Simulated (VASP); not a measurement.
# SnO3 (P2_1/m) in VASP: further runs

SnO3 is run at these levels: PBE; tasks: single point.

All numbers are computed with VASP 6.6.1; they aren't measurements. Logs are shortened: lines on timing, memory, paths and dates and some standing lists are left out, and cuts for length are marked.

## 1. The cell of the first run

The structure is monoclinic, space group P2_1/m (No. 11). The conventional cell has a = 4.254 Å, b = 3.166 Å, c = 7.824 Å, α = 90.00°, β = 96.81°, γ = 90.00°. Sn (site symmetry m) has 8 O at 2.14 to 2.30 Å within 2.8 Å. O (site symmetry m) has 1 O at 1.60 Å and 2 Sn at 2.16 Å within 2.2 Å. O (site symmetry m) has 1 O at 1.60 Å and 2 Sn at 2.16 Å within 2.2 Å. Within 2.8 Å of O (site symmetry m) lie 4 Sn at 2.14 to 2.30 Å and 6 O at 2.71 to 2.80 Å.

## 2. Single point, PBE

INCAR reads:

```
  ALGO = Normal
  EDIFF = 1E-6
  ENCUT = 520
  GGA = PE
  ISIF = 2
  ISMEAR = 0
  LASPH = T
  LCHARG = F
  LREAL = F
  LWAVE = F
  NBANDS = 42
  NELM = 100
  PREC = Accurate
  SIGMA = 0.02
```

KPOINTS reads:

```
k-points
0
Gamma
  6 8 4
```

POSCAR reads:

```
SnO3
1.0
    4.2542555182      0.0000000000      0.0121968483
    0.0000000000      3.1659651446      0.0000000000
   -0.9495138087      0.0000000000      7.7664244888
Sn O
2 6
Direct
    0.2828296558      0.2500000000      0.6498280012
    0.7171703442      0.7500000000      0.3501719988
    0.5053749613      0.7500000000      0.8088589701
    0.1291208392      0.7500000000      0.8081504852
    0.2422455134      0.7500000000      0.4635690573
    0.4946250387      0.2500000000      0.1911410299
    0.8708791608      0.2500000000      0.1918495148
    0.7577544866      0.2500000000      0.5364309427
```

Potentials or basis: VASP PAW PBE potentials, release 64 (Sn_d, O).

Started as:

```bash
cat potpaw_PBE.64/Sn_d/POTCAR potpaw_PBE.64/O/POTCAR > POTCAR
mpirun -np 1 vasp_std > vasp.out
```

OUTCAR:

```text
EDIFF = 1E-6
   ENCUT = 520
   GGA = PE
   ISIF = 2
   ISMEAR = 0
   LASPH = T
   LREAL = F
   NELM = 100
   PREC = Accurate

 ion  position               nearest neighbor table
   1  0.283  0.250  0.650-   5 2.14   5 2.14   4 2.16   4 2.16   3 2.16   3 2.16   8 2.30   8 2.30
                             2 3.53   2 3.53   2 3.53   2 3.53
   2  0.717  0.750  0.350-   8 2.14   8 2.14   7 2.16   7 2.16   6 2.16   6 2.16   5 2.30   5 2.30
                             1 3.53   1 3.53   1 3.53   1 3.53
   3  0.505  0.750  0.809-   4 1.60   1 2.16   1 2.16
   4  0.129  0.750  0.808-   3 1.60   1 2.16   1 2.16
   5  0.242  0.750  0.464-   1 2.14   1 2.14   2 2.30   2 2.30
   6  0.495  0.250  0.191-   7 1.60   2 2.16   2 2.16
   7  0.871  0.250  0.192-   6 1.60   2 2.16   2 2.16
   8  0.758  0.250  0.536-   2 2.14   2 2.14   1 2.30   1 2.30

  LATTYP: Found a simple monoclinic cell.
 ALAT       =     4.2542730022
 B/A-ratio  =     0.7441847627
 C/A-ratio  =     1.8391514622
 COS(beta)  =    -0.1185089382

  Lattice vectors:

 A1 = (   4.2542555182,   0.0000000000,   0.0121968483)
 A2 = (   0.0000000000,   3.1659651446,   0.0000000000)
 A3 = (  -0.9495138087,   0.0000000000,   7.7664244888)

Analysis of symmetry for initial positions (statically):
=====================================================================
 Subroutine PRICEL returns:
 Original cell was already a primitive cell.

 Routine SETGRP: Setting up the symmetry group for a
 simple monoclinic supercell.

 Subroutine GETGRP returns: Found  4 space group operations
 (whereof  2 operations were pure point group operations)
 out of a pool of  4 trial point group operations.

The static configuration has the point symmetry S_2 .
 The point group associated with its full space group is C_2h.

Analysis of symmetry for dynamics (positions and initial velocities):
=====================================================================
 Subroutine PRICEL returns:
 Original cell was already a primitive cell.

 Routine SETGRP: Setting up the symmetry group for a
 simple monoclinic supercell.

 Subroutine GETGRP returns: Found  4 space group operations
 (whereof  2 operations were pure point group operations)
 out of a pool of  4 trial point group operations.

The dynamic configuration has the point symmetry S_2 .
 The point group associated with its full space group is C_2h.

 Subroutine INISYM returns: Found  4 space group operations
 (whereof  2 operations are pure point group operations),
 and found     1 'primitive' translations

----------------------------------------------------------------------------------------

                                     Primitive cell

  volume of cell :     104.6413

  direct lattice vectors                    reciprocal lattice vectors
     4.254255518  0.000000000  0.012196848     0.234976391  0.000000000  0.028727934
     0.000000000  3.165965145  0.000000000     0.000000000  0.315859447  0.000000000
    -0.949513809  0.000000000  7.766424489    -0.000369021  0.000000000  0.128714264

  length of vectors
     4.254273002  3.165965145  7.824252412     0.236725999  0.315859447  0.128714793

  position of ions in fractional coordinates (direct lattice)
     0.282829656  0.250000000  0.649828001
     0.717170344  0.750000000  0.350171999
     0.505374961  0.750000000  0.808858970
     0.129120839  0.750000000  0.808150485
     0.242245513  0.750000000  0.463569057
     0.494625039  0.250000000  0.191141030
     0.870879161  0.250000000  0.191849515
     0.757754487  0.250000000  0.536430943

  ion indices of the primitive-cell ions
   primitive index   ion index
                 1           1
                 2           2
                 3           3
                 4           4
                 5           5
                 6           6
                 7           7
                 8           8

----------------------------------------------------------------------------------------

 KPOINTS: k-points

Automatic generation of k-mesh.
 Grid dimensions read from file:
 generate k-points for:    6    8    4

 Generating k-lattice:

  Cartesian coordinates                     Fractional coordinates (reciprocal lattice)
     0.039162732  0.000000000  0.004787989     0.166666667  0.000000000  0.000000000
     0.000000000  0.039482431  0.000000000     0.000000000  0.125000000  0.000000000
    -0.000092255  0.000000000  0.032178566     0.000000000  0.000000000  0.250000000

  Length of vectors
     0.039454333  0.039482431  0.032178698

  Shift w.r.t. Gamma in fractional coordinates (k-lattice)
     0.000000000  0.000000000  0.000000000

 Subroutine IBZKPT returns following result:
 ===========================================

 Found     70 irreducible k-points:

 Following reciprocal coordinates:
            Coordinates               Weight
  0.000000  0.000000  0.000000      1.000000
  0.166667  0.000000  0.000000      2.000000
  0.333333  0.000000 -0.000000      2.000000
  0.500000  0.000000 -0.000000      1.000000
  0.000000  0.125000  0.000000      2.000000
  0.166667  0.125000  0.000000      4.000000
[... 16 lines left out ...]
  0.333333  0.000000  0.250000      2.000000
  0.500000  0.000000  0.250000      2.000000
 [... further k-points ...]
   k-points           NKPTS =     70   k-points in BZ     NKDIM =     70   number of bands    NBANDS=     42
   number of dos      NEDOS =    301   number of ions     NIONS =      8
   total plane-waves  NPLWV =  46080
   dimension x,y,z NGX =    32 NGY =   24 NGZ =   60
   dimension x,y,z NGXF=    64 NGYF=   48 NGZF=  120
   ions per type =               2   6
   NGX,Y,Z   is equivalent  to a cutoff of  12.50, 12.60, 12.75 a.u.
   NGXF,Y,Z  is equivalent  to a cutoff of  25.01, 25.20, 25.50 a.u.
 SYSTEM =  unknown system
   PREC   = accura    normal or accurate (medium, high low for compatibility)
   ISTART =      0    job   : 0-new  1-cont  2-samecut
   ICHARG =      2    charge: 1-file 2-atom 10-const
   ISPIN  =      1    spin polarized calculation?
   LNONCOLLINEAR =      F non collinear calculations
   LSORBIT =      F    spin-orbit coupling
   LASPH  =      T    aspherical Exc in radial PAW
   ENCUT  =  520.0 eV  38.22 Ry    6.18 a.u.   7.91  5.89 14.55*2*pi/ulx,y,z
   NELM   =    100;   NELMIN=  2; NELMDL= -5     # of ELM steps
   EDIFF  = 0.1E-05   stopping-criterion for ELM
   LREAL  =      F    real-space projection
   EDIFFG = 0.1E-04   stopping-criterion for IOM
   NSW    =      0    number of steps for IOM
   IBRION =     -1    ionic relax: 0-MD 1-quasi-New 2-CG
   NFREE  =      0    steps in history (QN), initial steepest desc. (CG)
   ISIF   =      2    stress and relaxation
   ISYM   =      2    0-nonsym 1-usesym 2-fastsym
   POTIM  = 0.5000    time-step for ionic-motion
   TEBEG  =    0.0;   TEEND  =   0.0 temperature during run
   PSTRESS=    0.0 pullay stress
   NELECT =      64.0000    total number of electrons
   NUPDOWN=      -1.0000    fix difference up-down
   EMIN   =  10.00;   EMAX   =-10.00  energy-range for DOS
   EFERMI =   0.00;   METHOD = LEGACY
   ISMEAR =     0;   SIGMA  =   0.02  broadening in eV -4-tet -1-fermi 0-gaus
   EFERMI_NEDOS =   21; number of points for ismear=-14 and -15
   IALGO  =     38    algorithm
   IMIX   =      4    mixing-type and parameters
     AMIX     =   0.40;   BMIX     =  1.00
     AMIX_MAG =   1.60;   BMIX_MAG =  1.00
  volume/ion in A,a.u.               =      13.08        88.27
  Fermi-wavevector in a.u.,A,eV,Ry     =   1.389634  2.626028 26.273981  1.931083
  Thomas-Fermi vector in A             =   2.513646
   LORBIT       =      0    0 simple, 1 ext, 2 COOP (PROOUT), +10 PAW based schemes
   GGA     = PE    functional components
   LHFCALC =     F    Hartree Fock is set to
   AEXX    =    0.0000 exact exchange contribution
   IVDW    =     0    specifies the selected vdW correction
   LEPSILON=     F    determine dielectric tensor
   LRPA    =     F    only Hartree local field effects (RPA)
 non-spin polarized calculation
 Gauss-broadening in eV      SIGMA  =   0.02
  energy-cutoff  :      520.00
  volume of cell :      104.64
 maximum number of plane-waves:      2844
   NGX = 15   NGY = 11   NGZ = 29

 number of electron      63.9999993 magnetization

 Free energy of the ion-electron system (eV)
  ---------------------------------------------------
  ext. energy  EPLUGINS =         0.00000000
  ---------------------------------------------------
  free energy    TOTEN  =       -42.90953234 eV

  energy without entropy =      -42.90953234  energy(sigma->0) =      -42.90953234

 E-fermi :   3.7011     XC(G=0): -10.0937

 val. band max:        3.5479727930   @ k =  -0.0000   0.3750   0.5000
 cond. band min:       4.5029391712   @ k =   0.0000   0.0000   0.0000
 fundamental gap:      0.9549663782
 Fermi energy:         3.7011427196

 k-point     1 :       0.0000    0.0000    0.0000
  band No.  band energies     occupation
      1     -18.2331      2.00000
      2     -18.1179      2.00000
      3     -17.4335      2.00000
      4     -17.4189      2.00000
      5     -17.3964      2.00000
      6     -17.3443      2.00000
[... 34 lines left out ...]
     41      14.4053      0.00000
     42      14.5727      0.00000

 k-point     2 :       0.1667    0.0000    0.0000
  band No.  band energies     occupation
      1     -18.2200      2.00000
      2     -18.1172      2.00000
      3     -17.4516      2.00000
      4     -17.3939      2.00000
      5     -17.3902      2.00000
      6     -17.3555      2.00000
[... 34 lines left out ...]
     41      14.5649      0.00000
     42      14.7188      0.00000

 k-point     3 :       0.3333    0.0000   -0.0000
  band No.  band energies     occupation
      1     -18.1867      2.00000
      2     -18.1235      2.00000
      3     -17.4614      2.00000
      4     -17.4134      2.00000
      5     -17.3866      2.00000
      6     -17.3615      2.00000
[... 34 lines left out ...]
     41      14.6642      0.00000
     42      15.1332      0.00000

 k-point     4 :       0.5000    0.0000   -0.0000
  band No.  band energies     occupation
      1     -18.1523      2.00000
      2     -18.1446      2.00000
      3     -17.4520      2.00000
      4     -17.4508      2.00000
      5     -17.3754      2.00000
      6     -17.3751      2.00000
[... 844 lines left out ...]
     41      14.5170      0.00000
     42      14.6665      0.00000

 k-point    23 :       0.3333    0.0000    0.2500
  band No.  band energies     occupation
      1     -18.1924      2.00000
      2     -18.1168      2.00000
      3     -17.4614      2.00000
      4     -17.4133      2.00000
      5     -17.3866      2.00000
      6     -17.3616      2.00000
[... 34 lines left out ...]
     41      14.6247      0.00000
     42      14.8229      0.00000

 k-point    24 :       0.5000    0.0000    0.2500
  band No.  band energies     occupation
      1     -18.1524      2.00000
      2     -18.1447      2.00000
      3     -17.4518      2.00000
      4     -17.4506      2.00000
      5     -17.3754      2.00000
      6     -17.3751      2.00000
[... 34 lines left out ...]
     41      14.9801      0.00000
     42      15.0130      0.00000

 [... further k-points ...]

------------------------ aborting loop because EDIFF is reached ----------------------------------------

  FORCE on cell =-STRESS in cart. coord.  units (eV):
  Direction    XX          YY          ZZ          XY          YZ          ZX
  --------------------------------------------------------------------------------------
  -------------------------------------------------------------------------------------
  Total        0.4046862      0.5282999      0.3101054      0.0000000      0.0000000      0.0047804
  in kB        6.1962079      8.0888741      4.7480682      0.0000000      0.0000000      0.0731938
  external PRESSURE =       6.3443834 kB  Pullay stress =       0.0000000 kB

 VOLUME and BASIS-vectors are now :
 -----------------------------------------------------------------------------
  energy-cutoff  :      520.00
  volume of cell :      104.64
      direct lattice vectors                 reciprocal lattice vectors
     4.254255518  0.000000000  0.012196848     0.234976391  0.000000000  0.028727934
     0.000000000  3.165965145  0.000000000     0.000000000  0.315859447  0.000000000
    -0.949513809  0.000000000  7.766424489    -0.000369021  0.000000000  0.128714264

 POSITION                                       TOTAL-FORCE (eV/Angst)
 -----------------------------------------------------------------------------------
      0.58621      0.79149      5.05029        -0.000260      0.000000     -0.019512
      2.71853      2.37447      2.72833         0.000260      0.000000      0.019512
      1.38197      2.37447      6.28811         0.143214      0.000000      0.047758
     -0.21804      2.37447      6.27801        -0.143556      0.000000      0.046993
      0.59041      2.37447      3.60323         0.000958     -0.000000     -0.042279
      1.92277      0.79149      1.49052        -0.143214      0.000000     -0.047758
      3.52278      0.79149      1.50061         0.143556      0.000000     -0.046993
      2.71433      0.79149      4.17539        -0.000958      0.000000      0.042279
 -----------------------------------------------------------------------------------
    total drift:                                0.000000     -0.000000     -0.000000

  FREE ENERGIE OF THE ION-ELECTRON SYSTEM (eV)
  ---------------------------------------------------
  free  energy   TOTEN  =       -42.9095323450 eV

  energy  without entropy=      -42.9095323450  energy(sigma->0) =      -42.90953234
```

Wall time 3 min (1 thread of AMD EPYC 9R45 (Zen 5), shared host); peak memory 0.32 GiB.

What came out:

```
Free energy            : -42.9095 eV
Pressure               : 0.6 GPa
Largest force          : 0.151 eV/Å
Band gap on the k mesh : 0.95 eV (least direct gap 1.15 eV)
```

Forces on the atoms (eV/Å):
```
Sn   0.000  0.000 -0.020
Sn   0.000  0.000  0.020
O    0.143  0.000  0.048
O   -0.144  0.000  0.047
O    0.001  0.000 -0.042
O   -0.143  0.000 -0.048
O    0.144  0.000 -0.047
O   -0.001  0.000  0.042
```

Caveat: spin-orbit coupling is left out, which moves the levels of the heavy elements.

## 3. Single point, PBE

This run uses another cell than the first one, of 13.16 Å³/atom.

INCAR reads:

```
SYSTEM = SnO3
  PREC = Accurate
  ENCUT = 520
  EDIFF = 1E-6
  ISMEAR = 0
  SIGMA = 0.01
  LREAL = .False.
  LASPH = .True.
  NELM = 100
  ALGO = Normal
  ISIF = 2
  LWAVE = .False.
  LCHARG = .True.
  GGA = PE
  LELF = .True.
  LVHAR = .True.
  NBANDS = 42
```

KPOINTS reads:

```
regular mesh
0
Gamma
  6 8 4
  0 0 0
```

POSCAR reads:

```
SnO3
1.0
    4.2552297325      0.0000000000      0.0168528879
    0.0000000000      3.1654020383      0.0000000000
   -0.9413633971      0.0000000000      7.8124869402
Sn O
2 6
Direct
    0.2820333636      0.2500000000      0.6489271653
    0.7179666364      0.7500000000      0.3510728347
    0.5037390934      0.7500000000      0.8070166139
    0.1275657069      0.7500000000      0.8063771582
    0.2424259273      0.7500000000      0.4637937148
    0.4962609066      0.2500000000      0.1929833861
    0.8724342931      0.2500000000      0.1936228418
    0.7575740727      0.2500000000      0.5362062852
```

Potentials or basis: VASP PAW PBE potentials, release 64 (Sn_d, O).

Started as:

```bash
cat potpaw_PBE.64/Sn_d/POTCAR potpaw_PBE.64/O/POTCAR > POTCAR
mpirun -np 1 vasp_std > vasp.out
```

OUTCAR:

```text
SYSTEM = SnO3
   PREC = Accurate
   ENCUT = 520
   EDIFF = 1E-6
   ISMEAR = 0
   LREAL = .False.
   LASPH = .True.
   NELM = 100
   ISIF = 2
   GGA = PE

 ion  position               nearest neighbor table
   1  0.282  0.250  0.649-   5 2.14   5 2.14   4 2.16   4 2.16   3 2.16   3 2.16   8 2.30   8 2.30
                             2 3.53   2 3.53   2 3.53   2 3.53
   2  0.718  0.750  0.351-   8 2.14   8 2.14   7 2.16   7 2.16   6 2.16   6 2.16   5 2.30   5 2.30
                             1 3.53   1 3.53   1 3.53   1 3.53
   3  0.504  0.750  0.807-   4 1.60   1 2.16   1 2.16
   4  0.128  0.750  0.806-   3 1.60   1 2.16   1 2.16
   5  0.242  0.750  0.464-   1 2.14   1 2.14   2 2.30   2 2.30
[... 1300 lines left out ...]
  in kB        5.8251532      7.9025691      4.2574611      0.0000000      0.0000000      0.0274904
  external PRESSURE =       5.9950611 kB  Pullay stress =       0.0000000 kB

 VOLUME and BASIS-vectors are now :
 -----------------------------------------------------------------------------
  energy-cutoff  :      520.00
  volume of cell :      105.28
      direct lattice vectors                 reciprocal lattice vectors
     4.255229733  0.000000000  0.016852888     0.234892842  0.000000000  0.028303346
     0.000000000  3.165402038  0.000000000     0.000000000  0.315915637  0.000000000
    -0.941363397  0.000000000  7.812486940    -0.000506705  0.000000000  0.127939159

 POSITION                                       TOTAL-FORCE (eV/Angst)
 -----------------------------------------------------------------------------------
      0.58924      0.79135      5.07449        -0.000134     -0.000000     -0.017993
      2.72463      2.37405      2.75485         0.000134     -0.000000      0.017993
      1.38383      2.37405      6.31330         0.143191      0.000000      0.049230
     -0.21627      2.37405      6.30196        -0.143361      0.000000      0.047452
      0.59498      2.37405      3.62747         0.000758     -0.000000     -0.042080
      1.93004      0.79135      1.51604        -0.143191     -0.000000     -0.049230
      3.53014      0.79135      1.52738         0.143361     -0.000000     -0.047452
      2.71889      0.79135      4.20187        -0.000758      0.000000      0.042080
 -----------------------------------------------------------------------------------
    total drift:                                0.000000      0.000000     -0.000000

  FREE ENERGIE OF THE ION-ELECTRON SYSTEM (eV)
  ---------------------------------------------------
  free  energy   TOTEN  =       -42.9096297712 eV

  energy  without entropy=      -42.9096297712  energy(sigma->0) =      -42.90962977
```

OSZICAR:

```text
N       E                     dE             d eps       ncg     rms          rms(c)
DAV:   1     0.843814932666E+03    0.84381E+03   -0.31241E+04  6600   0.218E+03
DAV:   2     0.937694725948E+02   -0.75005E+03   -0.70423E+03  6640   0.637E+02
DAV:   3    -0.401781735517E+02   -0.13395E+03   -0.12864E+03  6944   0.217E+02
DAV:   4    -0.481222907479E+02   -0.79441E+01   -0.78696E+01  6908   0.600E+01
DAV:   5    -0.483749797625E+02   -0.25269E+00   -0.25222E+00  7328   0.108E+01    0.160E+01
DAV:   6    -0.430290487702E+02    0.53459E+01   -0.13390E+01  9466   0.533E+01    0.684E+00
DAV:   7    -0.429505625049E+02    0.78486E-01   -0.18323E+00  7948   0.843E+00    0.342E+00
DAV:   8    -0.429108411567E+02    0.39721E-01   -0.23042E-01  7246   0.338E+00    0.997E-01
DAV:   9    -0.429086467712E+02    0.21944E-02   -0.26814E-02  9036   0.195E+00    0.190E-01
DAV:  10    -0.429092929164E+02   -0.64615E-03   -0.54627E-03  8306   0.647E-01    0.940E-02
DAV:  11    -0.429095776142E+02   -0.28470E-03   -0.73658E-04  8124   0.218E-01    0.392E-02
DAV:  12    -0.429096265403E+02   -0.48926E-04   -0.14043E-04  7122   0.854E-02    0.160E-02
DAV:  13    -0.429096295532E+02   -0.30129E-05   -0.13057E-05  8006   0.372E-02    0.458E-03
DAV:  14    -0.429096297712E+02   -0.21806E-06   -0.43221E-06  6330   0.129E-02
   1 F= -.42909630E+02 E0= -.42909630E+02  d E =-.194192E-14
```

stdout:

```text
POSCAR found type information on POSCAR SnO
 POSCAR found :  2 types and       8 ions
 scaLAPACK will be used
 LDA part: xc-table for (Slater+PW92), standard interpolation
 POSCAR, INCAR and KPOINTS ok, starting setup
 FFT: planning ... GRIDC
 FFT: planning ... GRID_SOFT
 FFT: planning ... GRID
 WAVECAR not read
 entering main loop
```

Wall time 2.6 min (1 thread of AMD EPYC 9R45 (Zen 5), shared host); peak memory 0.32 GiB.

Results:

* Free energy: -42.9096 eV
* Pressure: 0.6 GPa
* Largest force: 0.151 eV/Å
* Band gap on the k mesh: 0.96 eV (least direct gap 1.16 eV)

Forces in eV/Å, atoms in the order of the input:
```
Sn   0.000  0.000 -0.018
Sn   0.000  0.000  0.018
O    0.143  0.000  0.049
O   -0.143  0.000  0.047
O    0.001  0.000 -0.042
O   -0.143  0.000 -0.049
O    0.143  0.000 -0.047
O   -0.001  0.000  0.042
```

Caveat: spin-orbit coupling is left out, which moves the levels of the heavy elements. A k mesh can miss the band edges.
